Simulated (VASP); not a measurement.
Wanted: the native input for a VASP 6.6.1 run.

```
Task                   : single point
Functional             : PBEsol
Potentials or basis    : VASP PAW PBE potentials, release 64 (Zn, Cu)
Cutoff                 : 520 eV
k mesh                 : 16 × 16 × 16
Occupations            : gaussian, width 0.15 eV
Spin                   : no spin polarisation
Dipole correction      : no
Further INCAR settings : ALGO = Fast; EDIFF = 1e-06; NBANDS = 18
```

The structure of ZnCu lies in POSCAR:

```
ZnCu
1.0
    3.0480750000      0.0000000000      0.0000000000
    0.0000000000      2.8419250000      0.0000000000
    0.0000000000      0.0000000000      2.9450000000
Zn Cu
1 1
Direct
    0.5000000000      0.5000000000      0.5000000000
    0.0000000000      0.0000000000      0.0000000000
```

This cell differs from its parent crystal: strain +0.0350 x Voigt [1, -1, 0, 0, 0, 0].

One way to write it, as run:

INCAR

```
ALGO     = Fast           # electronic algorithm
EDIFF    = 1E-6           # SCF threshold, eV
ENCUT    = 520            # plane-wave cutoff, eV
GGA      = PS             # functional
ISIF     = 2              # what is computed and relaxed
ISMEAR   = 0              # smearing method
LASPH    = True           # aspherical terms in the spheres
LCHARG   = False          # write CHGCAR
LREAL    = False          # projectors in reciprocal space
LWAVE    = False          # write WAVECAR
NBANDS   = 18             # bands
NELM     = 100            # most SCF steps
PREC     = Accurate       # precision mode
SIGMA    = 0.15           # smearing width, eV
```

KPOINTS

```
k-points
0
Gamma
  16 16 16
```

Potentials or basis: VASP PAW PBE potentials, release 64 (Zn, Cu).

The run is started by

```bash
$ cat potpaw_PBE.64/Zn/POTCAR potpaw_PBE.64/Cu/POTCAR > POTCAR
$ mpirun -np 1 vasp_std > vasp.out
```

It gave:

```json
{
  "Pressure": "-3.5 GPa",
  "Band gap on the k mesh": "zero (an odd number of electrons rules out a gap without spin polarisation)"
}
```

Caveat: the cell differs from its parent crystal (strain +0.0350 x Voigt [1, -1, 0, 0, 0, 0]); the cell stands under tension; the PAW data sets were made with another functional, which shifts forces and pressure a little.

Wall time 3.7 min on 1 thread of Intel(R) Xeon(R) 6975P-C (Granite Rapids) (shared host), peak memory 0.43 GiB.
